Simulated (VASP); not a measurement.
# F (C2/m) in VASP: a series of runs

F is run at these levels: PBE, r2SCAN; tasks: single point.

Everything below comes from runs of VASP 6.6.1. Logs are shortened: lines on timing, memory, paths and dates and some standing lists are left out, and cuts for length are marked.

## Step 1: The cell of the first run

Symmetry: C2/m, No. 12, monoclinic system. The conventional cell has a = 5.202 Å, b = 2.983 Å, c = 7.091 Å, α = 90.00°, β = 107.20°, γ = 90.00°. F (site symmetry m) has 1 F at 1.40 Å within 1.9 Å. F (site symmetry m) has 1 F at 1.40 Å within 1.9 Å.

## Step 2: Single point, PBE

INCAR reads:

```
PREC     = Accurate       # precision mode
ENCUT    = 520            # plane-wave cutoff, eV
EDIFF    = 1E-6           # SCF threshold, eV
ISMEAR   = 0              # smearing method
SIGMA    = 0.01           # smearing width, eV
LREAL    = False          # projectors in reciprocal space
LASPH    = True           # aspherical terms in the spheres
NELM     = 100            # most SCF steps
ALGO     = Normal         # electronic algorithm
ISIF     = 2              # what is computed and relaxed
LWAVE    = False          # write WAVECAR
LCHARG   = False          # write CHGCAR
GGA      = PE             # functional
NBANDS   = 22             # bands
```

KPOINTS reads:

```
Automatic mesh
0
Gamma
  10 10 4
```

POSCAR reads:

```
F
1.0
    2.6008699505     -1.4917102640     -0.0066520274
    2.6008699505      1.4917102640     -0.0066520274
   -2.0793978306      0.0000000000      6.7794329982
F
4
Direct
    0.5053997825      0.5053997825      0.4025791772
    0.0852958780      0.0852958780      0.0971246484
    0.4946002175      0.4946002175      0.5974208228
    0.9147041220      0.9147041220      0.9028753516
```

Potentials or basis: VASP PAW PBE potentials, release 64 (F).

On the command line:

```
cat potpaw_PBE.64/F/POTCAR > POTCAR
mpirun -np 1 vasp_std > vasp.out
```

OUTCAR:

```text
PREC = Accurate
   ENCUT = 520
   EDIFF = 1E-6
   ISMEAR = 0
   LREAL = False
   LASPH = True
   NELM = 100
   ISIF = 2
   GGA = PE

 ion  position               nearest neighbor table
   1  0.505  0.505  0.403-   3 1.40
   2  0.085  0.085  0.097-   4 1.40
   3  0.495  0.495  0.597-   1 1.40
   4  0.915  0.915  0.903-   2 1.40

  LATTYP: Found a base centered monoclinic cell.
 ALAT       =     5.2017569143
 B/A-ratio  =     0.5735409357
 C/A-ratio  =     1.3632247976
 COS(beta)  =    -0.2956820849

  Lattice vectors:

 A1 = (   2.6008699505,  -1.4917102640,  -0.0066520274)
 A2 = (   2.6008699505,   1.4917102640,  -0.0066520274)
 A3 = (  -2.0793978306,   0.0000000000,   6.7794329982)

Analysis of symmetry for initial positions (statically):
=====================================================================
 Subroutine PRICEL returns:
 Original cell was already a primitive cell.

 Routine SETGRP: Setting up the symmetry group for a
 base centered monoclinic supercell.

 Subroutine GETGRP returns: Found  4 space group operations
 (whereof  4 operations were pure point group operations)
 out of a pool of  4 trial point group operations.

The static configuration has the point symmetry C_2h.

Analysis of symmetry for dynamics (positions and initial velocities):
=====================================================================
 Subroutine PRICEL returns:
 Original cell was already a primitive cell.

 Routine SETGRP: Setting up the symmetry group for a
 base centered monoclinic supercell.

 Subroutine GETGRP returns: Found  4 space group operations
 (whereof  4 operations were pure point group operations)
 out of a pool of  4 trial point group operations.

The dynamic configuration has the point symmetry C_2h.

 Subroutine INISYM returns: Found  4 space group operations
 (whereof  4 operations are pure point group operations),
 and found     1 'primitive' translations

----------------------------------------------------------------------------------------

                                     Primitive cell

  volume of cell :      52.5637

  direct lattice vectors                    reciprocal lattice vectors
     2.600869950 -1.491710264 -0.006652027     0.192394297 -0.335185734  0.059011467
     2.600869950  1.491710264 -0.006652027     0.192394297  0.335185734  0.059011467
[... 88 lines left out ...]
   NELM   =    100;   NELMIN=  2; NELMDL= -5     # of ELM steps
   EDIFF  = 0.1E-05   stopping-criterion for ELM
   LREAL  =      F    real-space projection
   EDIFFG = 0.1E-04   stopping-criterion for IOM
   NSW    =      0    number of steps for IOM
   IBRION =     -1    ionic relax: 0-MD 1-quasi-New 2-CG
   NFREE  =      0    steps in history (QN), initial steepest desc. (CG)
   ISIF   =      2    stress and relaxation
   ISYM   =      2    0-nonsym 1-usesym 2-fastsym
   POTIM  = 0.5000    time-step for ionic-motion
   TEBEG  =    0.0;   TEEND  =   0.0 temperature during run
   PSTRESS=    0.0 pullay stress
   NELECT =      28.0000    total number of electrons
   NUPDOWN=      -1.0000    fix difference up-down
   EMIN   =  10.00;   EMAX   =-10.00  energy-range for DOS
   EFERMI =   0.00;   METHOD = LEGACY
   ISMEAR =     0;   SIGMA  =   0.01  broadening in eV -4-tet -1-fermi 0-gaus
   EFERMI_NEDOS =   21; number of points for ismear=-14 and -15
   IALGO  =     38    algorithm
   IMIX   =      4    mixing-type and parameters
     AMIX     =   0.40;   BMIX     =  1.00
     AMIX_MAG =   1.60;   BMIX_MAG =  1.00
  volume/ion in A,a.u.               =      13.14        88.68
  Fermi-wavevector in a.u.,A,eV,Ry     =   1.327086  2.507828 23.961987  1.761156
  Thomas-Fermi vector in A             =   2.456424
   LORBIT       =      0    0 simple, 1 ext, 2 COOP (PROOUT), +10 PAW based schemes
   GGA     = PE    functional components
   LHFCALC =     F    Hartree Fock is set to
   AEXX    =    0.0000 exact exchange contribution
   IVDW    =     0    specifies the selected vdW correction
   LEPSILON=     F    determine dielectric tensor
   LRPA    =     F    only Hartree local field effects (RPA)
 non-spin polarized calculation
 Gauss-broadening in eV      SIGMA  =   0.01
  energy-cutoff  :      520.00
  volume of cell :       52.56
 maximum number of plane-waves:      1444
 NGX is ok and might be reduce to    24
   NGX = 11   NGY = 11   NGZ = 27

 number of electron      28.0000001 magnetization

 Free energy of the ion-electron system (eV)
  ---------------------------------------------------
  ext. energy  EPLUGINS =         0.00000000
  ---------------------------------------------------
  free energy    TOTEN  =        -7.15055598 eV

  energy without entropy =       -7.15055598  energy(sigma->0) =       -7.15055598

 E-fermi :  -3.8977     XC(G=0):  -8.5310

 val. band max:       -3.9797568387   @ k =   0.5000   0.5000   0.0000
 cond. band min:      -1.3716169768   @ k =   0.0000   0.0000   0.0000
 fundamental gap:      2.6081398619
 Fermi energy:        -3.8976938094

 k-point     1 :       0.0000    0.0000    0.0000
  band No.  band energies     occupation
      1     -29.5053      2.00000
      2     -29.3163      2.00000
      3     -23.0322      2.00000
      4     -22.5033      2.00000
      5     -11.1517      2.00000
      6      -9.9781      2.00000
[... 589 lines left out ...]
     21      14.0213      0.00000
     22      15.4445      0.00000

 [... further k-points ...]

------------------------ aborting loop because EDIFF is reached ----------------------------------------

  FORCE on cell =-STRESS in cart. coord.  units (eV):
  Direction    XX          YY          ZZ          XY          YZ          ZX
  --------------------------------------------------------------------------------------
  -------------------------------------------------------------------------------------
  Total        1.1340196      0.7667265      3.0817141      0.0000000      0.0000000      0.0178749
  in kB       34.5657112     23.3703613     93.9328004      0.0000000      0.0000000      0.5448381
  external PRESSURE =      50.6229576 kB  Pullay stress =       0.0000000 kB

 VOLUME and BASIS-vectors are now :
 -----------------------------------------------------------------------------
  energy-cutoff  :      520.00
  volume of cell :       52.56
      direct lattice vectors                 reciprocal lattice vectors
     2.600869950 -1.491710264 -0.006652027     0.192394297 -0.335185734  0.059011467
     2.600869950  1.491710264 -0.006652027     0.192394297  0.335185734  0.059011467
    -2.079397831  0.000000000  6.779432998     0.000377557  0.000000000  0.147620766

 POSITION                                       TOTAL-FORCE (eV/Angst)
 -----------------------------------------------------------------------------------
      1.79184      0.00000      2.72253         0.315391      0.000000     -0.938720
      0.24173      0.00000      0.65732         0.328001      0.000000      0.940362
      1.33051      0.00000      4.04359        -0.315391      0.000000      0.938720
      2.88062      0.00000      6.10881        -0.328001      0.000000     -0.940362
 -----------------------------------------------------------------------------------
    total drift:                                0.000000      0.000000      0.000000

  FREE ENERGIE OF THE ION-ELECTRON SYSTEM (eV)
  ---------------------------------------------------
  free  energy   TOTEN  =        -7.1505559812 eV

  energy  without entropy=       -7.1505559812  energy(sigma->0) =       -7.15055598
```

OSZICAR:

```text
N       E                     dE             d eps       ncg     rms          rms(c)
DAV:   1     0.166482435286E+03    0.16648E+03   -0.16394E+04  5172   0.122E+03
DAV:   2    -0.158034701391E+01   -0.16806E+03   -0.16241E+03  6772   0.295E+02
DAV:   3    -0.875831238520E+01   -0.71780E+01   -0.71464E+01  6036   0.569E+01
DAV:   4    -0.879796901495E+01   -0.39657E-01   -0.39655E-01  5424   0.488E+00
DAV:   5    -0.879816784997E+01   -0.19884E-03   -0.19883E-03  6024   0.326E-01    0.112E+01
DAV:   6    -0.756458694095E+01    0.12336E+01   -0.45462E-01  5208   0.690E+00    0.631E+00
DAV:   7    -0.715268762149E+01    0.41190E+00   -0.60277E-01  5268   0.743E+00    0.721E-01
DAV:   8    -0.715031275648E+01    0.23749E-02   -0.71775E-02  5610   0.198E+00    0.116E-01
DAV:   9    -0.715048515757E+01   -0.17240E-03   -0.81022E-04  5676   0.223E-01    0.598E-02
DAV:  10    -0.715055530212E+01   -0.70145E-04   -0.87784E-05  5562   0.864E-02    0.172E-02
DAV:  11    -0.715055598120E+01   -0.67909E-06   -0.95803E-06  5700   0.347E-02
   1 F= -.71505560E+01 E0= -.71505560E+01  d E =-.799361E-34
```

stdout:

```text
POSCAR found type information on POSCAR F
 POSCAR found :  1 types and       4 ions
 scaLAPACK will be used
 LDA part: xc-table for (Slater+PW92), standard interpolation
 POSCAR, INCAR and KPOINTS ok, starting setup
 FFT: planning ... GRIDC
 FFT: planning ... GRID_SOFT
 FFT: planning ... GRID
 WAVECAR not read
 entering main loop
```

Run time: 33 s. Hardware: 1 thread of Intel Xeon 6975P-C (Granite Rapids), shared host; peak memory 0.22 GiB.

What came out:

| Item | Value |
| --- | --- |
| Free energy | -7.1506 eV |
| Pressure | 5.1 GPa |
| Largest force | 0.996 eV/Å |
| Band gap on the k mesh | 2.61 eV, indirect (least direct gap 2.67 eV) |

Forces in eV/Å, atoms in the order of the input:
```
F    0.315  0.000 -0.939
F    0.328  0.000  0.940
F   -0.315  0.000  0.939
F   -0.328  0.000 -0.940
```

A k mesh can miss the band edges. Expect the measured gap to be larger: semilocal functionals such as PBE lack the derivative discontinuity.

## Step 3: Single point, r2SCAN

POSCAR is that of step 2.

INCAR.step1 reads:

```
SYSTEM = F
PREC     = Accurate       ! precision mode
ENCUT    = 520            ! plane-wave cutoff, eV
ISMEAR   = 0              ! smearing method
SIGMA    = 0.01           ! smearing width, eV
LREAL    = .False.        ! projectors in reciprocal space
LASPH    = .True.         ! aspherical terms in the spheres
NELM     = 80             ! most SCF steps
NBANDS   = 22             ! bands
GGA      = PE             ! functional
ALGO     = Normal         ! electronic algorithm
EDIFF    = 1E-4           ! SCF threshold, eV
LWAVE    = .True.         ! write WAVECAR
LCHARG   = .False.        ! write CHGCAR
```

INCAR.step2 reads:

```
SYSTEM = F
PREC     = Accurate       ! precision mode
ENCUT    = 520            ! plane-wave cutoff, eV
EDIFF    = 1E-6           ! SCF threshold, eV
ISMEAR   = 0              ! smearing method
SIGMA    = 0.01           ! smearing width, eV
LREAL    = .False.        ! projectors in reciprocal space
LASPH    = .True.         ! aspherical terms in the spheres
NELM     = 80             ! most SCF steps
ALGO     = Normal         ! electronic algorithm
ISIF     = 2              ! what is computed and relaxed
LWAVE    = .False.        ! write WAVECAR
LCHARG   = .False.        ! write CHGCAR
METAGGA  = R2SCAN         ! meta-GGA
LMIXTAU  = .True.       
NBANDS   = 22             ! bands
ISTART   = 1
```

KPOINTS reads:

```
Automatic mesh
0
Gamma
  10 10 4
  0 0 0
```

Potentials or basis: VASP PAW PBE potentials, release 64 (F).

On the command line:

```
cat potpaw_PBE.64/F/POTCAR > POTCAR
cp INCAR.step1 INCAR
mpirun -np 1 vasp_std > vasp.out
cp INCAR.step2 INCAR
mpirun -np 1 vasp_std > vasp.out
```

It took 3.1 min on 1 thread of Intel Xeon 6975P-C (Granite Rapids), shared host; peak memory 0.23 GiB.

It converged, with:

```yaml
Free_energy: -12.4463 eV
Pressure: 1.6 GPa
Largest_force: 0.553 eV/Å
Band_gap_on_the_k_mesh: 3.44 eV, indirect (least direct gap 3.50 eV)
```

Forces on the atoms (eV/Å):
```
F    0.181  0.000 -0.523
F    0.188  0.000  0.514
F   -0.181  0.000  0.523
F   -0.188  0.000 -0.514
```

Stress tensor (GPa, compression positive):
```
0.63 0.00 0.02
0.00 0.11 0.00
0.02 0.00 4.20
```

Levels at points of the mesh, in eV from the valence-band top:
| k point | band 11 | band 12 | band 13 | band 14 | band 15 | band 16 | band 17 | band 18 |
| --- | --- | --- | --- | --- | --- | --- | --- | --- |
| (0.00, 0.00, 0.00) | -0.42 | -0.24 | -0.19 | -0.06 | 3.44 | 4.81 | 10.77 | 13.02 |
| (0.50, 0.00, 0.00) | -0.84 | -0.81 | -0.42 | -0.35 | 4.26 | 4.32 | 15.86 | 16.00 |
| (0.50, 0.50, 0.00) | -0.78 | -0.53 | -0.40 | 0.00 | 4.14 | 4.27 | 15.65 | 16.41 |
| (0.00, 0.00, 0.50) | -0.38 | -0.32 | -0.14 | -0.11 | 4.09 | 4.15 | 11.64 | 11.67 |
| (0.50, 0.00, 0.50) | -1.02 | -0.63 | -0.49 | -0.18 | 3.99 | 4.53 | 16.04 | 16.18 |
| (0.50, 0.50, 0.50) | -0.79 | -0.70 | -0.22 | -0.17 | 4.23 | 4.27 | 15.67 | 15.95 |

Caveat: the PAW data sets were made with another functional, which shifts forces and pressure a little.
